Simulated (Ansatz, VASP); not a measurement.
## Ti3H in VASP and in Ansatz

File INCAR:

```
SYSTEM = Ti3H
ALGO = Normal
DIPOL = 0.5 0.5 0.343
EDIFF = 1E-7
ENCUT = 520
GGA = PE
IDIPOL = 3
ISIF = 2
ISMEAR = 0
LASPH = .TRUE.
LCHARG = .FALSE.
LDIPOL = .TRUE.
LREAL = .FALSE.
LWAVE = .FALSE.
NBANDS = 47
NELM = 60
PREC = Accurate
SIGMA = 0.1
```

File KPOINTS:

```
k-points
0
G
  6 6 1
  0 0 0
```

Contents of POSCAR:

```
Ti3H
1.0
    4.6039800811      0.0000000000      0.0000000000
   -2.3019900405      3.9871637087      0.0000000000
    0.0000000000      0.0000000000     22.4969948581
Ti H
6 2
Direct
    0.6666666667      0.3333333333      0.1778015253
    0.3333333333      0.6666666667      0.2195752601
    0.0000000000      0.0000000000      0.2613489950
    0.6666666667      0.3333333333      0.2980583739
    0.3333333333      0.6666666667      0.3304600279
    0.0000000000      0.0000000000      0.3776946615
    0.2863074238      0.7136925762      0.5377160343
    0.3803592429      0.6196407571      0.5377160343
```

Input for Ansatz:

```yaml
crystal:
  lattice:
    - [4.6039800811, 0.0, 0.0]
    - [-2.3019900405, 3.9871637087, 0.0]
    - [0.0, 0.0, 22.4969948581]
  atoms:
    - { symbol: Ti, position: [0.6666666667, 0.3333333333, 0.1778015253] }
    - { symbol: Ti, position: [0.3333333333, 0.6666666667, 0.2195752601] }
    - { symbol: Ti, position: [0.0, 0.0, 0.261348995] }
    - { symbol: Ti, position: [0.6666666667, 0.3333333333, 0.2980583739] }
    - { symbol: Ti, position: [0.3333333333, 0.6666666667, 0.3304600279] }
    - { symbol: Ti, position: [0.0, 0.0, 0.3776946615] }
    - { symbol: H, position: [0.2863074238, 0.7136925762, 0.5377160343] }
    - { symbol: H, position: [0.3803592429, 0.6196407571, 0.5377160343] }
basis:
  ecutwfc: 420
kpoints:
  mp_grid: { grid: [6, 6, 1] }
hamiltonian:
  xc: pbe
scf:
  occupations: { method: gaussian, width: 0.1 }
output:
  forces: true
  eigenvalues: true
efield:
  axis: 3
  dipole_correction: true
  ramp_width: 0.04
```

Alike in both runs: task single point; functional PBE; k mesh 6 × 6 × 1; occupations gaussian, width 0.1 eV; no spin polarisation.

|  | VASP | Ansatz |
| --- | --- | --- |
| version | VASP 6.6.1 | Ansatz 0.2.0 |
| potentials or method | VASP PAW PBE potentials, release 64 (Ti_sv, H), cutoff 520 eV | scalar-relativistic, plane waves, PAW |
| valence electrons in the cell | 74 | 74 |

|  | VASP | Ansatz | Ansatz less VASP |
| --- | --- | --- | --- |
| gap on the k mesh at the Fermi level (eV) | none | none | - |
| rms of the force components (eV/Å) | 0.158 | 0.159 | +0.0003 |

Atom by atom the forces differ by 0.007 eV/Å (rms over components). A gap of «none» marks a metal or a gap that the smearing closes.
